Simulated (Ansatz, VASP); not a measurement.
**ZrC in VASP and in Ansatz**

```
Zr C
1.0
     0.00000    2.35021    2.35021
     2.35021    0.00000    2.35021
     2.35021    2.35021    0.00000
Zr C
1 1
Direct
  0.50000 0.50000 0.50000
  0.06382 0.06382 0.93618
```

Change from the starting cell: all C atoms moved -0.300 Å, as atom 2 towards its neighbour atom 1 (Zr) at 2.350 Å.

Alike in both runs: task single point; functional PBE; k mesh 18 × 18 × 18; occupations gaussian, width 0.15 eV; no spin polarisation.

|  | VASP | Ansatz |
| --- | --- | --- |
| version | VASP 6.6.1 | Ansatz 0.2.0 |
| potentials or method | VASP PAW PBE potentials, release 64 (Zr_sv, C), cutoff 520 eV | scalar-relativistic, plane waves, PAW |
| valence electrons in the cell | 16 | 16 |

|  | VASP | Ansatz | Ansatz less VASP |
| --- | --- | --- | --- |
| gap on the k mesh at the Fermi level (eV) | none | none | - |
| pressure (GPa) | 9.1 | 8.9 | -0.26 |
| traceless stress, the component that is largest in VASP (GPa) | 17.03 | 16.92 | -0.113 |
| rms of the force components (eV/Å) | 1.639 | 1.630 | -0.0092 |

Atom by atom the forces differ by 0.009 eV/Å (rms over components). A gap of «none» marks a metal or a gap that the smearing closes.
